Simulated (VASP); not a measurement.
Wanted: the native input for a VASP 6.6.1 run.

| Quantity | Value |
| --- | --- |
| Task | single point |
| Functional | PBEsol |
| Potentials or basis | VASP PAW PBE potentials, release 64 (Ga_d, As) |
| Cutoff | 520 eV |
| k mesh | 10 × 10 × 6 |
| Occupations | gaussian, width 0.01 eV |
| Spin | no spin polarisation |
| Dipole correction | no |
| Further INCAR settings | ALGO = Normal; EDIFF = 1e-07; NBANDS = 26 |

The structure of GaAs lies in POSCAR:

```
GaAs
1.0
    2.7158173540      2.7158173540      0.0000000000
   -2.7158173540      2.7158173540      0.0000000000
    0.0000000000      0.0000000000      5.8586946786
Ga As
2 2
Direct
    0.0000000000      0.0000000000      0.0000000000
    0.5000000000      0.5000000000      0.5000000000
    0.5000000000      0.0000000000      0.7500000000
    0.0000000000      0.5000000000      0.2500000000
```

The input as run:

INCAR

```
SYSTEM = GaAs
PREC = Accurate ; ENCUT = 520
EDIFF = 1E-7 ; ISMEAR = 0
SIGMA = 0.01 ; LREAL = .False.
LASPH = .True. ; NELM = 80
ALGO = Normal ; ISIF = 2
LWAVE = .False. ; LCHARG = .False.
GGA = PS ; NBANDS = 26
```

KPOINTS

```
Automatic mesh
0
Gamma
  10 10 6
  0 0 0
```

Potentials or basis: VASP PAW PBE potentials, release 64 (Ga_d, As).

The run is started by

```console
$ cat potpaw_PBE.64/Ga_d/POTCAR potpaw_PBE.64/As/POTCAR > POTCAR
$ mpirun -np 1 vasp_std > vasp.out
```

Results of the run:

```json
{
 "Pressure": "3.8 GPa",
 "Band gap on the k mesh": "0.58 eV"
}
```

Caveat: the cell stands under pressure; the PAW data sets were made with another functional, which shifts forces and pressure a little.

Wall time 2.6 min on 1 thread of Intel(R) Xeon(R) Platinum 8259CL CPU @ 2.50GHz (Skylake/Cascade Lake), with other jobs on the host, peak memory 0.3 GiB.
